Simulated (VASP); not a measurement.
A run of VASP 6.6.1:

File INCAR:

```
  PREC = Accurate
  ENCUT = 520
  EDIFF = 1E-8
  ISMEAR = -1
  SIGMA = 0.03
  LREAL = F
  LASPH = T
  NELM = 100
  ALGO = Normal
  ISIF = 2
  LWAVE = F
  LCHARG = F
  GGA = PS
  LEFG = T
  NBANDS = 12
```

File KPOINTS:

```
regular mesh
0
Gamma
  18 18 18
```

The input POSCAR:

```
Tc
1.0
    0.0000000000      1.9369123573      1.9369123573
    1.9369123573      0.0000000000      1.9369123573
    1.9369123573      1.9369123573      0.0000000000
Tc
1
Direct
    0.0000000000      0.0000000000      0.0000000000
```

Potentials or basis: VASP PAW PBE potentials, release 64 (Tc_pv).

Command:

```bash
$ cat potpaw_PBE.64/Tc_pv/POTCAR > POTCAR
$ mpirun -np 1 vasp_std > vasp.out
```

Hardware: 1 thread of Intel Xeon 8259CL, on a shared host.

Task: How long does it take, and how much memory?

Result: It took 24 s on 1 thread of Intel Xeon 8259CL (shared host), peak memory 0.15 GiB. Counts: scf iterations 13, k points 195.
